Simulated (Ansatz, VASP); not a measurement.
**Pb in VASP and in Ansatz**

```xyz
2
Lattice="3.5100 0.0000 0.0000 -1.7550 3.0397 0.0000 0.0000 0.0000 5.8194" Properties=species:S:1:pos:R:3 pbc="T T T"
Pb    0.0000    2.0265    1.4549
Pb    1.7550    1.0132    4.3646
```

Alike in both runs: functional r2SCAN; k mesh 15 × 15 × 8; occupations fermi-dirac, width 0.15 eV; no spin polarisation.

Ansatz relaxed the structure, and its values are those at the end. VASP's run is a single point on that final structure, the one shown.

|  | VASP | Ansatz |
| --- | --- | --- |
| version | VASP 6.6.1 | Ansatz 0.2.0 |
| potentials or method | VASP PAW PBE potentials, release 64 (Pb_d), cutoff 520 eV | scalar-relativistic, plane waves, PAW |
| valence electrons in the cell | 28 | 28 |

```csv
,VASP,Ansatz,Ansatz less VASP
gap on the k mesh at the Fermi level (eV),none,none,-
pressure (GPa),0.0,0.0,+0.01
```

VASP's potentials were made for PBE, not for r2SCAN. A gap of «none» marks a metal or a gap that the smearing closes.

Neither program's run includes spin-orbit coupling.
